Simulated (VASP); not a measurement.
A run of VASP 6.6.1:

INCAR

```
SYSTEM = CdS
PREC = Accurate ; ENCUT = 520
EDIFF = 1E-8 ; ISMEAR = -1
SIGMA = 0.01 ; LREAL = .False.
LASPH = .True. ; NELM = 80
ALGO = Normal ; ISIF = 2
LWAVE = .False. ; LCHARG = .False.
GGA = PE ; LEFG = .True.
NBANDS = 16
```

File KPOINTS:

```
Automatic mesh
0
Gamma
  8 8 8
  0 0 0
```

The input POSCAR:

```
CdS
1.0
    0.0000000000      2.9100000000      2.9100000000
    2.9100000000      0.0000000000      2.9100000000
    2.9100000000      2.9100000000      0.0000000000
Cd S
1 1
Direct
    0.0000000000      0.0000000000      0.0000000000
    0.7500000000      0.7500000000      0.7500000000
```

Potentials or basis: VASP PAW PBE potentials, release 64 (Cd, S).

Launch:

```bash
$ cat potpaw_PBE.64/Cd/POTCAR potpaw_PBE.64/S/POTCAR > POTCAR
$ mpirun -np 1 vasp_std > vasp.out
```

Hardware: 1 thread of Intel(R) Xeon(R) Platinum 8488C (Sapphire Rapids) (shared host).

How long does it take, and how much memory?

It took 22 s on 1 thread of Intel(R) Xeon(R) Platinum 8488C (Sapphire Rapids), on a shared host, peak memory 0.18 GiB. Counts: scf iterations 17, k points 29.
